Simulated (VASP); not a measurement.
Here is a VASP 6.6.1 calculation.

Contents of POSCAR:

```
SiO2
1.0
   -2.4743911465      2.4743911465      3.6589264506
    2.4743911465     -2.4743911465      3.6589264506
    2.4743911465      2.4743911465     -3.6589264506
Si O
2 4
Direct
    0.0000000000      0.0000000000      0.0000000000
    0.7500000000      0.2500000000      0.5000000000
    0.3750000000      0.2224564639      0.3474564639
    0.9724564639      0.6250000000      0.8474564639
    0.7775435361      0.1250000000      0.1525435361
    0.8750000000      0.0275435361      0.6525435361
```

Contents of INCAR.step1:

```
SYSTEM = SiO2
PREC = Accurate
ENCUT = 520
ISMEAR = 0
SIGMA = 0.02
LREAL = .FALSE.
LASPH = .TRUE.
NELM = 80
NBANDS = 25
GGA = PE
ALGO = Normal
EDIFF = 1E-4
LWAVE = .TRUE.
LCHARG = .FALSE.
```

INCAR.step2

```
SYSTEM = SiO2
PREC = Accurate
ENCUT = 520
EDIFF = 1E-7
ISMEAR = 0
SIGMA = 0.02
LREAL = .FALSE.
LASPH = .TRUE.
NELM = 80
ALGO = Normal
ISIF = 2
LWAVE = .FALSE.
LCHARG = .TRUE.
METAGGA = R2SCAN
LMIXTAU = .TRUE.
LELF = .TRUE.
LVHAR = .TRUE.
NBANDS = 25
ISTART = 1
```

The input KPOINTS:

```
Automatic mesh
0
G
  6 6 6
  0 0 0
```

Potentials or basis: VASP PAW PBE potentials, release 64 (Si, O).

Command:

```bash
$ cat potpaw_PBE.64/Si/POTCAR potpaw_PBE.64/O/POTCAR > POTCAR
$ cp INCAR.step1 INCAR
$ mpirun -np 1 vasp_std > vasp.out
$ cp INCAR.step2 INCAR
$ mpirun -np 1 vasp_std > vasp.out
```

Predict the pressure.

0.2 GPa.

What does it give for the band gap on the k mesh?

6.55 eV, direct.

Forces in eV/Å, atoms in the order of the input:
```
Si   0.000  0.000  0.000
Si   0.000  0.000  0.000
O    0.005  0.000  0.000
O    0.000  0.005  0.000
O    0.000 -0.005  0.000
O   -0.005  0.000  0.000
```

Caveat: the PAW data sets were made with another functional, which shifts forces and pressure a little. r2SCAN opens gaps a little over a GGA but as a rule still falls short of measured ones.
